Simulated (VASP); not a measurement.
Set up this calculation in VASP 6.6.1, as the native input.

```yaml
Task: single point
Functional: r2SCAN
Dispersion: rVV10
Potentials_or_basis: VASP PAW PBE potentials, release 64 (Pb_d, Se)
Cutoff: 550 eV
k_mesh: 6 × 6 × 6
Occupations: gaussian, width 0.05 eV
Spin: no spin polarisation
Dipole_correction: no
Further_INCAR_settings: ALGO = Normal; EDIFF = 1e-06; NBANDS = 17
```

PbSe:

```
CELL_PARAMETERS angstrom
0.00000 3.06623 3.06623
3.06623 0.00000 3.06623
3.06623 3.06623 0.00000
ATOMIC_POSITIONS crystal
Pb 0.50000 0.50000 0.50000
Se 0.00000 0.00000 0.00000
```

These files were run (other wordings do the same):

POSCAR

```
PbSe
1.0
    0.0000000000      3.0662290843      3.0662290843
    3.0662290843      0.0000000000      3.0662290843
    3.0662290843      3.0662290843      0.0000000000
Pb Se
1 1
Direct
    0.5000000000      0.5000000000      0.5000000000
    0.0000000000      0.0000000000      0.0000000000
```

INCAR.step1

```
ALGO = Normal
EDIFF = 1E-5
ENCUT = 550
GGA = PE
GGA_COMPAT = False
ISMEAR = 0
LASPH = True
LCHARG = False
LREAL = False
LWAVE = True
NBANDS = 17
NELM = 120
PREC = Accurate
SIGMA = 0.05
```

INCAR.step2

```
ALGO = Normal
BPARAM = 11.95
CPARAM = 0.0093
EDIFF = 1E-6
ENCUT = 550
GGA_COMPAT = False
ISIF = 2
ISMEAR = 0
ISTART = 1
IVDW_NL = 2
LASPH = True
LCHARG = False
LMIXTAU = True
LREAL = False
LUSE_VDW = True
LWAVE = False
METAGGA = R2SCAN
NBANDS = 17
NELM = 120
PREC = Accurate
SIGMA = 0.05
```

KPOINTS

```
k-points
0
Gamma
  6 6 6
```

Potentials or basis: VASP PAW PBE potentials, release 64 (Pb_d, Se).

Command:

```sh
$ cat potpaw_PBE.64/Pb_d/POTCAR potpaw_PBE.64/Se/POTCAR > POTCAR
$ cp INCAR.step1 INCAR
$ mpirun -np 1 vasp_std > vasp.out
$ cp INCAR.step2 INCAR
$ mpirun -np 1 vasp_std > vasp.out
```

It gave:

| Property | Result |
| --- | --- |
| Pressure | 0.4 GPa |
| Band gap on the k mesh | 0.56 eV, direct |

Caveat: the PAW data sets were made with another functional, which shifts forces and pressure a little; spin-orbit coupling is left out, which moves the levels of the heavy elements.

Run time: 4.5 min on 1 thread of Intel Xeon 8259CL, with other jobs on the host, peak memory 0.39 GiB.
